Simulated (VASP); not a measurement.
# W in VASP: further runs

Runs on W. Level: PBEsol. Tasks: single point.

All numbers are computed with VASP 6.6.1; they aren't measurements. Logs are shortened: lines on timing, memory, paths and dates and some standing lists are left out, and cuts for length are marked.

## 1. The cell of the first run

The cell holds layers a few Å apart, 5 atoms: a = 2.827 Å, b = 2.827 Å, c = 14.233 Å, α = 90.00°, β = 90.00°, γ = 120.00°.

## 2. Single point, PBEsol

INCAR

```
SYSTEM = W
  PREC = Accurate
  ENCUT = 520
  EDIFF = 1E-6
  ISMEAR = 0
  SIGMA = 0.1
  LREAL = .FALSE.
  LASPH = .TRUE.
  NELM = 80
  ALGO = Normal
  ISIF = 2
  LWAVE = .FALSE.
  LCHARG = .TRUE.
  GGA = PS
  LELF = .TRUE.
  LVHAR = .TRUE.
  NBANDS = 43
```

KPOINTS

```
regular mesh
0
G
  12 12 1
  0 0 0
```

POSCAR

```
W
1.0
    2.8270069242      0.0000000000      0.0000000000
   -1.4135034621      2.4482598130      0.0000000000
    0.0000000000      0.0000000000     14.2329659515
W
5
Direct
    0.6666666667      0.3333333333      0.1756485618
    0.3333333333      0.6666666667      0.3378242809
    0.0000000000      0.0000000000      0.5000000000
    0.6666666667      0.3333333333      0.6621757191
    0.3333333333      0.6666666667      0.8243514382
```

Potentials or basis: VASP PAW PBE potentials, release 64 (W_sv).

Started as:

```bash
> cat potpaw_PBE.64/W_sv/POTCAR > POTCAR
> mpirun -np 1 vasp_std > vasp.out
```

OUTCAR:

```text
SYSTEM = W
   PREC = Accurate
   ENCUT = 520
   EDIFF = 1E-6
   ISMEAR = 0
   LREAL = .FALSE.
   LASPH = .TRUE.
   NELM = 80
   ISIF = 2
   GGA = PS

 ion  position               nearest neighbor table
   1  0.667  0.333  0.176-   2 2.83   2 2.83   2 2.83
   2  0.333  0.667  0.338-   1 2.83   3 2.83   1 2.83   3 2.83   3 2.83   1 2.83
   3  0.000  0.000  0.500-   2 2.83   4 2.83   2 2.83   4 2.83   4 2.83   2 2.83
   4  0.667  0.333  0.662-   5 2.83   3 2.83   5 2.83   3 2.83   3 2.83   5 2.83
   5  0.333  0.667  0.824-   4 2.83   4 2.83   4 2.83

  LATTYP: Found a hexagonal cell.
 ALAT       =     2.8270069242
 C/A-ratio  =     5.0346413479

  Lattice vectors:

 A1 = (   2.8270069242,   0.0000000000,   0.0000000000)
 A2 = (  -1.4135034621,   2.4482598130,   0.0000000000)
 A3 = (   0.0000000000,   0.0000000000,  14.2329659515)

Analysis of symmetry for initial positions (statically):
=====================================================================
 Subroutine PRICEL returns:
 Original cell was already a primitive cell.

 Routine SETGRP: Setting up the symmetry group for a
 hexagonal supercell.

 Subroutine GETGRP returns: Found 12 space group operations
 (whereof 12 operations were pure point group operations)
 out of a pool of 24 trial point group operations.

The static configuration has the point symmetry D_3d.

Analysis of symmetry for dynamics (positions and initial velocities):
=====================================================================
 Subroutine PRICEL returns:
 Original cell was already a primitive cell.

 Routine SETGRP: Setting up the symmetry group for a
 hexagonal supercell.

 Subroutine GETGRP returns: Found 12 space group operations
 (whereof 12 operations were pure point group operations)
 out of a pool of 24 trial point group operations.

The dynamic configuration has the point symmetry D_3d.

 Subroutine INISYM returns: Found 12 space group operations
 (whereof 12 operations are pure point group operations),
 and found     1 'primitive' translations

----------------------------------------------------------------------------------------

                                     Primitive cell

  volume of cell :      98.5099

  direct lattice vectors                    reciprocal lattice vectors
     2.827006924  0.000000000  0.000000000     0.353731005  0.204226691  0.000000000
    -1.413503462  2.448259813  0.000000000     0.000000000  0.408453382  0.000000000
     0.000000000  0.000000000 14.232965952     0.000000000  0.000000000  0.070259425

  length of vectors
     2.827006924  2.827006924 14.232965952     0.408453382  0.408453382  0.070259425

  position of ions in fractional coordinates (direct lattice)
     0.666666667  0.333333333  0.175648562
     0.333333333  0.666666667  0.337824281
     0.000000000  0.000000000  0.500000000
     0.666666667  0.333333333  0.662175719
     0.333333333  0.666666667  0.824351438

  ion indices of the primitive-cell ions
   primitive index   ion index
                 1           1
                 2           2
                 3           3
                 4           4
                 5           5

----------------------------------------------------------------------------------------

 KPOINTS: regular mesh

Automatic generation of k-mesh.
 Grid dimensions read from file:
 generate k-points for:   12   12    1

 Generating k-lattice:

  Cartesian coordinates                     Fractional coordinates (reciprocal lattice)
     0.029477584  0.017018891  0.000000000     0.083333333  0.000000000  0.000000000
     0.000000000  0.034037782  0.000000000     0.000000000  0.083333333  0.000000000
     0.000000000  0.000000000  0.070259425     0.000000000  0.000000000  1.000000000

  Length of vectors
     0.034037782  0.034037782  0.070259425

  Shift w.r.t. Gamma in fractional coordinates (k-lattice)
     0.000000000  0.000000000  0.000000000

 Subroutine IBZKPT returns following result:
 ===========================================

 Found     19 irreducible k-points:

 Following reciprocal coordinates:
            Coordinates               Weight
  0.000000  0.000000  0.000000      1.000000
  0.083333  0.000000  0.000000      6.000000
  0.166667 -0.000000  0.000000      6.000000
  0.250000 -0.000000  0.000000      6.000000
  0.333333 -0.000000  0.000000      6.000000
  0.416667 -0.000000  0.000000      6.000000
[... 11 lines left out ...]
  0.333333  0.250000  0.000000     12.000000
  0.333333  0.333333  0.000000      2.000000
   k-points           NKPTS =     19   k-points in BZ     NKDIM =     19   number of bands    NBANDS=     43
   number of dos      NEDOS =    301   number of ions     NIONS =      5
   total plane-waves  NPLWV =  62208
   dimension x,y,z NGX =    24 NGY =   24 NGZ =  108
   dimension x,y,z NGXF=    48 NGYF=   48 NGZF=  216
   ions per type =               5
   NGX,Y,Z   is equivalent  to a cutoff of  14.11, 14.11, 12.61 a.u.
   NGXF,Y,Z  is equivalent  to a cutoff of  28.23, 28.23, 25.23 a.u.
 SYSTEM =  W
   PREC   = accura    normal or accurate (medium, high low for compatibility)
   ISTART =      0    job   : 0-new  1-cont  2-samecut
   ICHARG =      2    charge: 1-file 2-atom 10-const
   ISPIN  =      1    spin polarized calculation?
   LNONCOLLINEAR =      F non collinear calculations
   LSORBIT =      F    spin-orbit coupling
   LASPH  =      T    aspherical Exc in radial PAW
   ENCUT  =  520.0 eV  38.22 Ry    6.18 a.u.   5.26  5.26 26.46*2*pi/ulx,y,z
   NELM   =     80;   NELMIN=  2; NELMDL= -5     # of ELM steps
   EDIFF  = 0.1E-05   stopping-criterion for ELM
   LREAL  =      F    real-space projection
   EDIFFG = 0.1E-04   stopping-criterion for IOM
   NSW    =      0    number of steps for IOM
   IBRION =     -1    ionic relax: 0-MD 1-quasi-New 2-CG
   NFREE  =      0    steps in history (QN), initial steepest desc. (CG)
   ISIF   =      2    stress and relaxation
   ISYM   =      2    0-nonsym 1-usesym 2-fastsym
   POTIM  = 0.5000    time-step for ionic-motion
   TEBEG  =    0.0;   TEEND  =   0.0 temperature during run
   PSTRESS=    0.0 pullay stress
   NELECT =      70.0000    total number of electrons
   NUPDOWN=      -1.0000    fix difference up-down
   EMIN   =  10.00;   EMAX   =-10.00  energy-range for DOS
   EFERMI =   0.00;   METHOD = LEGACY
   ISMEAR =     0;   SIGMA  =   0.10  broadening in eV -4-tet -1-fermi 0-gaus
   EFERMI_NEDOS =   21; number of points for ismear=-14 and -15
   IALGO  =     38    algorithm
   IMIX   =      4    mixing-type and parameters
     AMIX     =   0.40;   BMIX     =  1.00
     AMIX_MAG =   1.60;   BMIX_MAG =  1.00
  volume/ion in A,a.u.               =      19.70       132.96
  Fermi-wavevector in a.u.,A,eV,Ry     =   1.460879  2.760661 29.037111  2.134167
  Thomas-Fermi vector in A             =   2.577277
   LORBIT       =      0    0 simple, 1 ext, 2 COOP (PROOUT), +10 PAW based schemes
   GGA     = PS    functional components
   LHFCALC =     F    Hartree Fock is set to
   AEXX    =    0.0000 exact exchange contribution
   IVDW    =     0    specifies the selected vdW correction
   LEPSILON=     F    determine dielectric tensor
   LRPA    =     F    only Hartree local field effects (RPA)
 non-spin polarized calculation
 Gauss-broadening in eV      SIGMA  =   0.10
  energy-cutoff  :      520.00
  volume of cell :       98.51
 maximum number of plane-waves:      2670
 NGX is ok and might be reduce to    24
   NGX = 11   NGY = 11   NGZ = 53

 number of electron      70.0000008 magnetization

 Free energy of the ion-electron system (eV)
  ---------------------------------------------------
  ext. energy  EPLUGINS =         0.00000000
  ---------------------------------------------------
  free energy    TOTEN  =       -64.18364024 eV

  energy without entropy =      -64.15147459  energy(sigma->0) =      -64.16755742

 E-fermi :   7.8596     XC(G=0): -12.0912

 val. band max:        7.8518792516   @ k =   0.0833   0.0833   0.0000
 cond. band min:       7.8663490140   @ k =   0.1667  -0.0000   0.0000
 fundamental gap:      0.0144697623
 Fermi energy:         7.8596291485

 k-point     1 :       0.0000    0.0000    0.0000
  band No.  band energies     occupation
      1     -65.8532      2.00000
      2     -65.8527      2.00000
      3     -65.7400      2.00000
      4     -65.7225      2.00000
      5     -65.6255      2.00000
      6     -30.5717      2.00000
[... 35 lines left out ...]
     42      10.2643      0.00000
     43      10.2650      0.00000

 k-point     2 :       0.0833    0.0000    0.0000
  band No.  band energies     occupation
      1     -65.8475      2.00000
      2     -65.8471      2.00000
      3     -65.7342      2.00000
      4     -65.7176      2.00000
      5     -65.6211      2.00000
      6     -30.5484      2.00000
[... 35 lines left out ...]
     42       9.7952      0.00000
     43       9.8488      0.00000

 k-point     3 :       0.1667   -0.0000    0.0000
  band No.  band energies     occupation
      1     -65.8320      2.00000
      2     -65.8317      2.00000
      3     -65.7182      2.00000
      4     -65.7041      2.00000
      5     -65.6092      2.00000
      6     -30.4837      2.00000
[... 35 lines left out ...]
     42       9.1831      0.00000
     43       9.5198      0.00000

 k-point     4 :       0.2500   -0.0000    0.0000
  band No.  band energies     occupation
      1     -65.8107      2.00000
      2     -65.8105      2.00000
      3     -65.6961      2.00000
      4     -65.6857      2.00000
      5     -65.5930      2.00000
      6     -30.4002      2.00000
[... 633 lines left out ...]
     42      10.7794      0.00000
     43      11.9440      0.00000

 k-point    18 :       0.3333    0.2500    0.0000
  band No.  band energies     occupation
      1     -65.7601      2.00000
      2     -65.7600      2.00000
      3     -65.6426      2.00000
      4     -65.6420      2.00000
      5     -65.5554      2.00000
      6     -30.4194      2.00000
[... 35 lines left out ...]
     42      11.0131      0.00000
     43      12.1220      0.00000

 k-point    19 :       0.3333    0.3333    0.0000
  band No.  band energies     occupation
      1     -65.7572      2.00000
      2     -65.7572      2.00000
      3     -65.6395      2.00000
      4     -65.6395      2.00000
      5     -65.5533      2.00000
      6     -30.3179      2.00000
[... 35 lines left out ...]
     42      10.9637      0.00000
     43      12.2613      0.00000

------------------------ aborting loop because EDIFF is reached ----------------------------------------

  FORCE on cell =-STRESS in cart. coord.  units (eV):
  Direction    XX          YY          ZZ          XY          YZ          ZX
  --------------------------------------------------------------------------------------
  -------------------------------------------------------------------------------------
  Total       -6.9550218     -6.9550218      0.0693811     -0.0000000      0.0000000     -0.0000000
  in kB     -113.1173677   -113.1173677      1.1284232     -0.0000000      0.0000000     -0.0000000
  external PRESSURE =     -75.0354374 kB  Pullay stress =       0.0000000 kB

 VOLUME and BASIS-vectors are now :
 -----------------------------------------------------------------------------
  energy-cutoff  :      520.00
  volume of cell :       98.51
      direct lattice vectors                 reciprocal lattice vectors
     2.827006924  0.000000000  0.000000000     0.353731005  0.204226691  0.000000000
    -1.413503462  2.448259813  0.000000000     0.000000000  0.408453382  0.000000000
     0.000000000  0.000000000 14.232965952     0.000000000  0.000000000  0.070259425

 POSITION                                       TOTAL-FORCE (eV/Angst)
 -----------------------------------------------------------------------------------
      1.41350      0.81609      2.50000        -0.000000      0.000000     -0.409646
     -0.00000      1.63217      4.80824        -0.000000      0.000000      0.193248
      0.00000      0.00000      7.11648        -0.000000      0.000000      0.000000
      1.41350      0.81609      9.42472        -0.000000      0.000000     -0.193248
     -0.00000      1.63217     11.73297         0.000000     -0.000000      0.409646
 -----------------------------------------------------------------------------------
    total drift:                                0.000000     -0.000000      0.000000

  FREE ENERGIE OF THE ION-ELECTRON SYSTEM (eV)
  ---------------------------------------------------
  free  energy   TOTEN  =       -64.1836402442 eV

  energy  without entropy=      -64.1514745888  energy(sigma->0) =      -64.16755742
```

Wall time 76 s (1 thread of AMD EPYC 9R45 (Zen 5), shared host); peak memory 0.22 GiB.

What came out:

* Free energy: -64.1836 eV
* Largest force: 0.410 eV/Å
* Band gap on the k mesh: zero (bands 35 and 36 overlap by 1.45 eV)

Forces in eV/Å, atoms in the order of the input:
```
W    0.000  0.000 -0.410
W    0.000  0.000  0.193
W    0.000  0.000  0.000
W    0.000  0.000 -0.193
W    0.000  0.000  0.410
```

Levels at points of the mesh, in eV from the Fermi level:
```
           k point  band 32  band 33  band 34  band 35  band 36  band 37  band 38  band 39
(0.00, 0.00, 0.00)    -0.51    -0.45    -0.45    -0.43    -0.43    -0.08    -0.08    -0.03
(0.50, 0.00, 0.00)    -0.57    -0.32     0.28     0.78     1.43     1.65     1.87     3.23
```

Caveat: the k points lie up to 0.44 Å⁻¹ apart, too coarse for converged energies and pressures of a metal; the PAW data sets were made with another functional, which shifts forces and pressure a little; spin-orbit coupling is left out, which moves the levels of the heavy elements.

## 3. Single point, PBEsol

This run uses another cell than the first one.

INCAR

```
PREC = Accurate
ENCUT = 520
EDIFF = 1E-6
ISMEAR = 0
SIGMA = 0.1
LREAL = F
LASPH = T
NELM = 80
ALGO = Normal
ISIF = 2
LWAVE = F
LCHARG = F
LDIPOL = T
IDIPOL = 3
DIPOL = 0.5 0.5 0.500
GGA = PS
NBANDS = 43
```

KPOINTS

```
Automatic mesh
0
Gamma
  12 12 1
```

POSCAR

```
W
1.0
    2.8270069242      0.0000000000      0.0000000000
   -1.4135034621      2.4482598130      0.0000000000
    0.0000000000      0.0000000000     24.2329659515
W
5
Direct
    0.6666666667      0.3333333333      0.3094957512
    0.3333333333      0.6666666667      0.4047478756
    0.0000000000      0.0000000000      0.5000000000
    0.6666666667      0.3333333333      0.5952521244
    0.3333333333      0.6666666667      0.6905042488
```

Potentials or basis: VASP PAW PBE potentials, release 64 (W_sv).

Started as:

```bash
> cat potpaw_PBE.64/W_sv/POTCAR > POTCAR
> mpirun -np 1 vasp_std > vasp.out
```

It took 3 min on 1 thread of AMD EPYC 9R45 (Zen 5), shared host; peak memory 0.31 GiB.

Results (log left out):

- Free energy: -64.0232 eV
- Largest force: 0.243 eV/Å
- Band gap on the k mesh: zero (bands 35 and 36 overlap by 1.42 eV)

Forces in eV/Å, atoms in the order of the input:
```
W    0.000  0.000 -0.243
W    0.000  0.000  0.208
W    0.000  0.000  0.000
W    0.000  0.000 -0.208
W    0.000  0.000  0.243
```

Levels at points of the mesh, in eV from the Fermi level:
```tsv
k point	band 33	band 34	band 35	band 36	band 37	band 38
(0.00, 0.00, 0.00)	-0.46	-0.44	-0.44	-0.08	-0.08	-0.03
(0.50, 0.00, 0.00)	-0.32	0.28	0.71	1.45	1.65	1.97
```

Caveat: the PAW data sets were made with another functional, which shifts forces and pressure a little; spin-orbit coupling is left out, which moves the levels of the heavy elements.

## 4. Single point, PBEsol

This run uses another cell than the first one.

INCAR

```
SYSTEM = W
ALGO = Normal
DIPOL = 0.5 0.5 0.500
EDIFF = 1E-6
ENCUT = 520
GGA = PS
IDIPOL = 3
ISIF = 2
ISMEAR = 0
LASPH = .True.
LCHARG = .True.
LDIPOL = .True.
LELF = .True.
LREAL = .False.
LVACPOTAV = .True.
LVHAR = .True.
LWAVE = .False.
NBANDS = 43
NELM = 100
PREC = Accurate
SIGMA = 0.1
```

KPOINTS

```
k-points
0
Gamma
  12 12 1
  0 0 0
```

POSCAR

```
W
1.0
    2.8270069242      0.0000000000      0.0000000000
   -1.4135034621      2.4482598130      0.0000000000
    0.0000000000      0.0000000000     24.2329659515
W
5
Direct
    0.6666666667      0.3333333333      0.3078046984
    0.3333333333      0.6666666667      0.4041889194
    0.0000000000      0.0000000000      0.5000000016
    0.6666666667      0.3333333333      0.5958110683
    0.3333333333      0.6666666667      0.6921953122
```

Started as:

```bash
> cat potpaw_PBE.64/W_sv/POTCAR > POTCAR
> mpirun -np 1 vasp_std > vasp.out
```

Wall time 3 min (1 thread of AMD EPYC 9R45 (Zen 5), shared host); peak memory 0.31 GiB.

Results (log left out):

```yaml
Free_energy: -64.0319 eV
Largest_force: 0.031 eV/Å
Band_gap_on_the_k_mesh: zero (bands 35 and 36 overlap by 1.42 eV)
```

Forces in eV/Å, atoms in the order of the input:
```
W    0.000  0.000 -0.031
W    0.000  0.000 -0.004
W    0.000  0.000  0.000
W    0.000  0.000  0.004
W    0.000  0.000  0.031
```

Levels at points of the mesh, in eV from the Fermi level:
```csv
k point,band 32,band 33,band 34,band 35,band 36,band 37,band 38,band 39
"(0.00, 0.00, 0.00)",-0.43,-0.43,-0.42,-0.42,-0.07,-0.07,-0.03,-0.03
"(0.50, 0.00, 0.00)",-0.52,-0.35,0.34,0.70,1.43,1.65,1.95,3.18
```

Caveat: the PAW data sets were made with another functional, which shifts forces and pressure a little; spin-orbit coupling is left out, which moves the levels of the heavy elements.

[end of part 1 of 2]

The gap in the log of VASP goes by the Fermi energy; the results here count the filled bands.